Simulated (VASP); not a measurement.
Set up this calculation in VASP 6.6.1, as the native input.

```
Task                   : single point
Functional             : PBEsol
Potentials or basis    : VASP PAW PBE potentials, release 64 (Sr_sv, O)
Cutoff                 : 520 eV
k mesh                 : 2 × 2 × 2, shifted
Occupations            : fermi-dirac, width 0.0689 eV
Spin                   : no spin polarisation
Dipole correction      : no
Further INCAR settings : LREAL = Auto; ALGO = Normal; EDIFF = 1e-06; NBANDS = 78
```

The structure of SrO lies in POSCAR:

```
SrO
1.0
   -7.1536409704      0.0000000000      0.0000000000
   -3.5768204852      6.1952348100      0.0000000000
   -3.5768204852      0.0000000000     -6.2584793785
Sr O
8 8
Direct
    0.4763750507      0.3249463599      0.7503798792
    0.4554119357      0.8202570453      0.7596188647
    0.9408932844      0.3431800513      0.7589619958
    0.9752149474      0.8294497558      0.7273190059
    0.5077753265      0.1793817400      0.2622573154
    0.5501692688      0.6634537876      0.2557202642
    0.0326334205      0.1753670415      0.2523852688
    0.0536071851      0.6591675901      0.2397182941
    0.4805061448      0.0082652234     -0.0082726165
    0.4996488599      0.4939334979      0.0031212055
    0.0122415098      0.0458997937     -0.0111928147
   -0.0025781162      0.5328877922      0.0032998431
    0.7554096899      0.0024452665      0.4992562588
    0.7773479166      0.4843968134      0.4910122434
    0.2596796260     -0.0252789450      0.5110081550
    0.2611155271      0.4837195186      0.4769326252
```

This cell differs from its parent crystal: dynamics (nve) at 800 K, volume x 1.02, from the last frame before.

These files were run (other wordings do the same):

INCAR

```
SYSTEM = SrO
PREC     = Accurate       ! precision mode
ENCUT    = 520            ! plane-wave cutoff, eV
EDIFF    = 1E-6           ! SCF threshold, eV
ISMEAR   = -1             ! smearing method
SIGMA    = 0.0689         ! smearing width, eV
LREAL    = Auto         
LASPH    = .True.         ! aspherical terms in the spheres
NELM     = 100            ! most SCF steps
ALGO     = Normal         ! electronic algorithm
ISIF     = 2              ! what is computed and relaxed
LWAVE    = .False.        ! write WAVECAR
LCHARG   = .False.        ! write CHGCAR
GGA      = PS             ! functional
NBANDS   = 78             ! bands
```

KPOINTS

```
Automatic mesh
0
Gamma
  2 2 2
  0.5 0.5 0.5
```

Potentials or basis: VASP PAW PBE potentials, release 64 (Sr_sv, O).

The run is started by

```bash
$ cat potpaw_PBE.64/Sr_sv/POTCAR potpaw_PBE.64/O/POTCAR > POTCAR
$ mpirun -np 1 vasp_std > vasp.out
```

It gave:

| Item | Value |
| --- | --- |
| Pressure | -1.6 GPa |
| Largest force | 1.427 eV/Å |
| Band gap on the k mesh | 3.37 eV (least direct gap 3.45 eV) |

Caveat: the k points lie up to 0.57 Å⁻¹ apart; the atoms stand as in a frame of molecular dynamics; the PAW data sets were made with another functional, which shifts forces and pressure a little; a shifted mesh leaves out Γ, where band edges can lie.

It took 13 min on 1 thread of Intel(R) Xeon(R) Platinum 8488C (Sapphire Rapids), on a shared host, peak memory 0.51 GiB.
